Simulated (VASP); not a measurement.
# In (I4/mmm) in VASP: single point with PBE

Aim: the single point of In with PBE.

Everything below comes from runs of VASP 6.6.1. Logs are shortened: lines on timing, memory, paths and dates and some standing lists are left out, and cuts for length are marked.

## 1. The cell of the first run

The typed cell holds 1 atom: a = 3.387 Å, b = 3.387 Å, c = 3.387 Å, α = 119.98°, β = 119.98°, γ = 90.04°.

## 2. Single point, PBE

Contents of INCAR:

```
  ALGO = Fast
  EDIFF = 1E-6
  ENCUT = 520
  GGA = PE
  ISIF = 2
  ISMEAR = 0
  LASPH = True
  LCHARG = False
  LREAL = False
  LWAVE = False
  NBANDS = 12
  NELM = 100
  PREC = Accurate
  SIGMA = 0.1
```

Contents of KPOINTS:

```
k-points
0
Gamma
  18 18 18
```

Contents of POSCAR:

```
In
1.0
   -1.6938650651      1.6938650651      2.3939313353
    1.6938650651     -1.6938650651      2.3939313353
    1.6938650651      1.6938650651     -2.3939313353
In
1
Direct
    0.0000000000      0.0000000000      0.0000000000
```

Potentials or basis: VASP PAW PBE potentials, release 64 (In_d).

Run with:

```bash
$ cat potpaw_PBE.64/In_d/POTCAR > POTCAR
$ mpirun -np 1 vasp_std > vasp.out
```

OUTCAR:

```text
EDIFF = 1E-6
   ENCUT = 520
   GGA = PE
   ISIF = 2
   ISMEAR = 0
   LASPH = True
   LREAL = False
   NELM = 100
   PREC = Accurate

 ion  position               nearest neighbor table
   1  0.000  0.000  0.000-

  LATTYP: Found a body centered tetragonal cell.
 ALAT       =     3.3877301302
 C/A-ratio  =     1.4132951819

  Lattice vectors:

 A1 = (  -1.6938650651,   1.6938650651,   2.3939313353)
 A2 = (   1.6938650651,  -1.6938650651,   2.3939313353)
 A3 = (   1.6938650651,   1.6938650651,  -2.3939313353)

Analysis of symmetry for initial positions (statically):
=====================================================================
 Subroutine PRICEL returns:
 Original cell was already a primitive cell.

 Routine SETGRP: Setting up the symmetry group for a
 body centered tetragonal supercell.

 Subroutine GETGRP returns: Found 16 space group operations
 (whereof 16 operations were pure point group operations)
 out of a pool of 16 trial point group operations.

The static configuration has the point symmetry D_4h.

Analysis of symmetry for dynamics (positions and initial velocities):
=====================================================================
 Subroutine PRICEL returns:
 Original cell was already a primitive cell.

 Routine SETGRP: Setting up the symmetry group for a
 body centered tetragonal supercell.

 Subroutine GETGRP returns: Found 16 space group operations
 (whereof 16 operations were pure point group operations)
 out of a pool of 16 trial point group operations.

The dynamic configuration has the point symmetry D_4h.

 Subroutine INISYM returns: Found 16 space group operations
 (whereof 16 operations are pure point group operations),
 and found     1 'primitive' translations

----------------------------------------------------------------------------------------

                                     Primitive cell

  volume of cell :      27.4745

  direct lattice vectors                    reciprocal lattice vectors
    -1.693865065  1.693865065  2.393931335     0.000000000  0.295182899  0.208861463
     1.693865065 -1.693865065  2.393931335     0.295182899  0.000000000  0.208861463
     1.693865065  1.693865065 -2.393931335     0.295182899  0.295182899  0.000000000

  length of vectors
     3.386630325  3.386630325  3.386630325     0.361602066  0.361602066  0.417451659

  position of ions in fractional coordinates (direct lattice)
     0.000000000  0.000000000  0.000000000

  ion indices of the primitive-cell ions
   primitive index   ion index
                 1           1

----------------------------------------------------------------------------------------

 KPOINTS: k-points

Automatic generation of k-mesh.
 Grid dimensions read from file:
 generate k-points for:   18   18   18

 Generating k-lattice:

  Cartesian coordinates                     Fractional coordinates (reciprocal lattice)
     0.000000000  0.016399050  0.011603415     0.055555556 -0.000000000  0.000000000
     0.016399050  0.000000000  0.011603415    -0.000000000  0.055555556  0.000000000
     0.016399050  0.016399050  0.000000000     0.000000000  0.000000000  0.055555556

  Length of vectors
     0.020089004  0.020089004  0.023191759

  Shift w.r.t. Gamma in fractional coordinates (k-lattice)
     0.000000000  0.000000000  0.000000000

 Subroutine IBZKPT returns following result:
 ===========================================

 Found    480 irreducible k-points:

 Following reciprocal coordinates:
            Coordinates               Weight
  0.000000  0.000000  0.000000      1.000000
  0.055556  0.000000 -0.000000      8.000000
  0.111111  0.000000 -0.000000      8.000000
  0.166667  0.000000 -0.000000      8.000000
  0.222222  0.000000 -0.000000      8.000000
  0.277778  0.000000  0.000000      8.000000
[... 16 lines left out ...]
 -0.277778  0.055556  0.000000     16.000000
 -0.222222  0.055556 -0.000000     16.000000
 [... further k-points ...]
   k-points           NKPTS =    480   k-points in BZ     NKDIM =    480   number of bands    NBANDS=     12
   number of dos      NEDOS =    301   number of ions     NIONS =      1
   total plane-waves  NPLWV =  21952
   dimension x,y,z NGX =    28 NGY =   28 NGZ =   28
   dimension x,y,z NGXF=    56 NGYF=   56 NGZF=   56
   ions per type =               1
   NGX,Y,Z   is equivalent  to a cutoff of  13.74, 13.74, 13.74 a.u.
   NGXF,Y,Z  is equivalent  to a cutoff of  27.49, 27.49, 27.49 a.u.
 SYSTEM =  unknown system
   PREC   = accura    normal or accurate (medium, high low for compatibility)
   ISTART =      0    job   : 0-new  1-cont  2-samecut
   ICHARG =      2    charge: 1-file 2-atom 10-const
   ISPIN  =      1    spin polarized calculation?
   LNONCOLLINEAR =      F non collinear calculations
   LSORBIT =      F    spin-orbit coupling
   LASPH  =      T    aspherical Exc in radial PAW
   ENCUT  =  520.0 eV  38.22 Ry    6.18 a.u.   6.30  6.30  6.30*2*pi/ulx,y,z
   NELM   =    100;   NELMIN=  2; NELMDL= -5     # of ELM steps
   EDIFF  = 0.1E-05   stopping-criterion for ELM
   LREAL  =      F    real-space projection
   EDIFFG = 0.1E-04   stopping-criterion for IOM
   NSW    =      0    number of steps for IOM
   IBRION =     -1    ionic relax: 0-MD 1-quasi-New 2-CG
   NFREE  =      0    steps in history (QN), initial steepest desc. (CG)
   ISIF   =      2    stress and relaxation
   ISYM   =      2    0-nonsym 1-usesym 2-fastsym
   POTIM  = 0.5000    time-step for ionic-motion
   TEBEG  =    0.0;   TEEND  =   0.0 temperature during run
   PSTRESS=    0.0 pullay stress
   NELECT =      13.0000    total number of electrons
   NUPDOWN=      -1.0000    fix difference up-down
   EMIN   =  10.00;   EMAX   =-10.00  energy-range for DOS
   EFERMI =   0.00;   METHOD = LEGACY
   ISMEAR =     0;   SIGMA  =   0.10  broadening in eV -4-tet -1-fermi 0-gaus
   EFERMI_NEDOS =   21; number of points for ismear=-14 and -15
   IALGO  =     68    algorithm
   IMIX   =      4    mixing-type and parameters
     AMIX     =   0.40;   BMIX     =  1.00
     AMIX_MAG =   1.60;   BMIX_MAG =  1.00
  volume/ion in A,a.u.               =      27.47       185.41
  Fermi-wavevector in a.u.,A,eV,Ry     =   1.275693  2.410710 22.142022  1.627393
  Thomas-Fermi vector in A             =   2.408391
   LORBIT       =      0    0 simple, 1 ext, 2 COOP (PROOUT), +10 PAW based schemes
   GGA     = PE    functional components
   LHFCALC =     F    Hartree Fock is set to
   AEXX    =    0.0000 exact exchange contribution
   IVDW    =     0    specifies the selected vdW correction
   LEPSILON=     F    determine dielectric tensor
   LRPA    =     F    only Hartree local field effects (RPA)
 non-spin polarized calculation
 RMM-DIIS sequential band-by-band and
 Gauss-broadening in eV      SIGMA  =   0.10
  energy-cutoff  :      520.00
  volume of cell :       27.47
 maximum number of plane-waves:       754
 NGX is ok and might be reduce to    28
   NGX = 13   NGY = 13   NGZ = 13

 number of electron      12.9999997 magnetization

 Free energy of the ion-electron system (eV)
  ---------------------------------------------------
  ext. energy  EPLUGINS =         0.00000000
  ---------------------------------------------------
  free energy    TOTEN  =        -2.56237874 eV

  energy without entropy =       -2.56003595  energy(sigma->0) =       -2.56120735

 E-fermi :   6.9778     XC(G=0): -10.0231

 val. band max:        6.9761810227   @ k =   0.3889   0.2222   0.1667
 cond. band min:       6.9800499258   @ k =  -0.3889   0.4444   0.1667
 fundamental gap:      0.0038689031
 Fermi energy:         6.9777802433

 k-point     1 :       0.0000    0.0000    0.0000
  band No.  band energies     occupation
      1      -7.6091      2.00000
      2      -7.6091      2.00000
      3      -7.6084      2.00000
      4      -7.4598      2.00000
      5      -7.4590      2.00000
      6      -2.2332      2.00000
      7      17.1138      0.00000
      8      17.1153      0.00000
      9      17.1153      0.00000
     10      18.3932      0.00000
     11      20.5663      0.00000
     12      20.5671      0.00000

 k-point     2 :       0.0556    0.0000   -0.0000
  band No.  band energies     occupation
      1      -7.6095      2.00000
      2      -7.6043      2.00000
      3      -7.6038      2.00000
      4      -7.4605      2.00000
      5      -7.4596      2.00000
      6      -2.1683      2.00000
      7      16.2480      0.00000
      8      16.9939      0.00000
      9      16.9943      0.00000
     10      18.2096      0.00000
     11      20.7714      0.00000
     12      20.7723      0.00000

 k-point     3 :       0.1111    0.0000   -0.0000
  band No.  band energies     occupation
      1      -7.6116      2.00000
      2      -7.5919      2.00000
      3      -7.5915      2.00000
      4      -7.4607      2.00000
      5      -7.4599      2.00000
      6      -1.9728      2.00000
      7      14.5229      0.00000
      8      16.6989      0.00000
      9      16.7002      0.00000
     10      18.0962      0.00000
     11      21.3093      0.00000
     12      21.3138      0.00000
[... 286 lines left out ...]
 k-point    23 :      -0.2778    0.0556    0.0000
  band No.  band energies     occupation
      1      -7.6316      2.00000
      2      -7.5713      2.00000
      3      -7.5633      2.00000
      4      -7.4422      2.00000
      5      -7.4019      2.00000
      6      -0.7392      2.00000
      7       9.7465      0.00000
      8      14.9744      0.00000
      9      15.8050      0.00000
     10      17.9548      0.00000
     11      19.7817      0.00000
     12      21.3982      0.00000

 k-point    24 :      -0.2222    0.0556   -0.0000
  band No.  band energies     occupation
      1      -7.6258      2.00000
      2      -7.5683      2.00000
      3      -7.5630      2.00000
      4      -7.4656      2.00000
      5      -7.4281      2.00000
      6      -1.2928      2.00000
      7      11.5035      0.00000
      8      15.2742      0.00000
      9      16.1532      0.00000
     10      18.2485      0.00000
     11      19.9759      0.00000
     12      21.4611      0.00000

 [... further k-points ...]
[... 5 lines left out ...]
  --------------------------------------------------------------------------------------
  -------------------------------------------------------------------------------------
  Total       -0.0038694     -0.0038694     -0.0022332      0.0000000      0.0000000      0.0000000
  in kB       -0.2256429     -0.2256429     -0.1302274      0.0000000      0.0000000      0.0000000
  external PRESSURE =      -0.1938377 kB  Pullay stress =       0.0000000 kB

 VOLUME and BASIS-vectors are now :
 -----------------------------------------------------------------------------
  energy-cutoff  :      520.00
  volume of cell :       27.47
      direct lattice vectors                 reciprocal lattice vectors
    -1.693865065  1.693865065  2.393931335     0.000000000  0.295182899  0.208861463
     1.693865065 -1.693865065  2.393931335     0.295182899  0.000000000  0.208861463
     1.693865065  1.693865065 -2.393931335     0.295182899  0.295182899  0.000000000

 POSITION                                       TOTAL-FORCE (eV/Angst)
 -----------------------------------------------------------------------------------
      0.00000      0.00000      0.00000         0.000000      0.000000      0.000000
 -----------------------------------------------------------------------------------
    total drift:                                0.000000     -0.000000      0.000000

  FREE ENERGIE OF THE ION-ELECTRON SYSTEM (eV)
  ---------------------------------------------------
  free  energy   TOTEN  =        -2.5623787410 eV

  energy  without entropy=       -2.5600359503  energy(sigma->0) =       -2.56120735
```

Run time: 3.9 min. Hardware: 1 thread of AMD EPYC 7R13 (Zen 3), shared host; peak memory 0.24 GiB.

What came out:

```yaml
Free_energy: -2.5624 eV
Pressure: 0.0 GPa
```

Levels at points of the mesh, in eV from the Fermi level:
| k point | band 2 | band 3 | band 4 | band 5 | band 6 | band 7 | band 8 | band 9 | band 10 | band 11 |
| --- | --- | --- | --- | --- | --- | --- | --- | --- | --- | --- |
| (0.00, 0.00, 0.00) | -14.59 | -14.59 | -14.44 | -14.44 | -9.21 | 10.14 | 10.14 | 10.14 | 11.42 | 13.59 |
| (0.50, 0.00, 0.00) | -14.58 | -14.58 | -14.30 | -14.30 | -4.29 | -3.17 | 8.08 | 8.09 | 10.74 | 12.23 |
| (0.50, 0.50, 0.00) | -14.69 | -14.31 | -14.27 | -14.27 | -2.19 | -2.06 | 3.93 | 3.94 | 7.13 | 7.40 |
| (0.50, 0.50, 0.50) | -14.69 | -14.31 | -14.27 | -14.27 | -2.18 | -2.05 | 3.93 | 3.93 | 7.12 | 7.40 |

Caveat: spin-orbit coupling is left out, which moves the levels of the heavy elements.
